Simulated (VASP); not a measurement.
## MgS (Niningerite): single point with PBEsol

Crystal: MgS (Niningerite).

```
S Mg
1.0
     0.00000    2.54854    2.54854
     2.54854    0.00000    2.54854
     2.54854    2.54854    0.00000
S Mg
1 1
Cartesian
  2.5485 2.5485 2.5485
  0.0000 0.0000 0.0000
```

- Program: VASP 6.6.1
- Task: single point
- Functional: PBEsol
- Potentials or basis: VASP PAW PBE potentials, release 64 (S, Mg)
- Cutoff: 520 eV
- k mesh: 9 × 9 × 9
- Occupations: fermi-dirac, width 0.05 eV
- Spin: no spin polarisation

```
Pressure               : 4.1 GPa
Band gap on the k mesh : 2.96 eV, indirect (least direct gap 4.10 eV)
```

Levels at points of the mesh, in eV from the valence-band top:
```tsv
k point	band 1	band 2	band 3	band 4	band 5	band 6	band 7	band 8
(0.00, 0.00, 0.00)	-13.05	0.00	0.00	0.00	4.10	7.81	7.81	7.81
```

Run time: 10 s on 1 thread of Intel(R) Xeon(R) Platinum 8375C CPU @ 2.90GHz (Ice Lake), on a shared host, peak memory 0.16 GiB.

Caveat: the PAW data sets were made with another functional, which shifts forces and pressure a little. A k mesh can miss the band edges.
